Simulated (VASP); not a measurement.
Runs of VASP 6.6.1 on Ba. The structure is that of space group P6_3/mmc (No. 194), or close to it. The cells are those of the table. 

| task | cell | k mesh for the DOS | occupations for the DOS | gap on the mesh (eV) | pressure (GPa) |
| --- | --- | --- | --- | --- | --- |
| single point | a = 3.731, b = 3.731, c = 5.506 Å, angles 90.0, 90.0, 120.0°, 2 atoms | - | - | none | (a) |
| single point | a = 4.114, b = 4.114, c = 6.620 Å, angles 90.0, 90.0, 120.0°, 2 atoms | - | - | none | 3.3 |
| single point | a = 3.565, b = 3.565, c = 5.220 Å, angles 90.0, 90.0, 120.0°, 2 atoms | - | - | none | 20.4 |
| single point | a = 3.990, b = 3.990, c = 6.297 Å, angles 90.0, 90.0, 120.0°, 2 atoms | - | - | none | 5.2 |

Alike in all rows: level PBE; potentials or basis VASP PAW PBE potentials, release 64 (Ba_sv); no spin polarisation; k mesh 10 × 10 × 6; cutoff (eV) 520; smearing fermi-dirac 0.1 eV.

Q: Fill in the values left out.

A: (a) 12.6.

Caveats: spin-orbit coupling is left out, which moves the levels of the heavy elements.

A k mesh can miss the band edges, and the runs leave out spin-orbit coupling on Ba.

A gap of «none» marks levels without a gap at the run's occupations.
